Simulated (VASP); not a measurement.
Crystal: HfIrC2.

```
CELL_PARAMETERS angstrom
3.67911 0.00000 0.00000
-1.83956 3.18620 0.00000
0.00000 0.00000 5.07720
ATOMIC_POSITIONS crystal
Hf 0.00000 0.00000 0.00000
Ir 0.00000 0.00000 0.50000
C 0.33333 0.66667 0.00000
C 0.66667 0.33333 0.00000
```

The cell was built from a structure type or drawn by symmetry, and may not be a known phase.

```yaml
Program: VASP 6.6.1
Task: relaxation of cell and atoms
Functional: PBE
Potentials_or_basis: VASP PAW PBE potentials, release 64 (Hf_pv, Ir, C)
Cutoff: 600 eV
k_mesh: 6 × 6 × 4
Occupations: gaussian, width 0.1 eV
Spin: no spin polarisation
```

At the start: pressure 20.4 GPa; volume 14.88 Å³/atom.

Q: Where does the relaxation end?

A: Over 5 steps the energy falls by 154.1 meV/atom and the volume is 17.02 Å³/atom (+14.4 %); space group P6/mmm (No. 191, to 0.1 Å) before and after.

Step by step:
```csv
step,energy change (eV),largest force (eV/Å),pressure (GPa),volume (Å³)
1,0.0000,0.0000,20.37,59.52
2,-0.2571,0.0000,-10.86,77.20
3,-0.6102,0.0000,-0.80,68.73
4,-0.6103,0.0000,-0.49,68.54
5,-0.6163,0.0000,0.11,68.09
```

Final structure:
```
Hf Ir C
1.0
     3.92027    0.00000    0.00000
    -1.96013    3.39505    0.00000
     0.00000    0.00000    5.11573
Hf Ir C
1 1 2
Direct
  0.00000 0.00000 0.00000
  0.00000 0.00000 0.50000
  0.33333 0.66667 0.00000
  0.66667 0.33333 0.00000
```
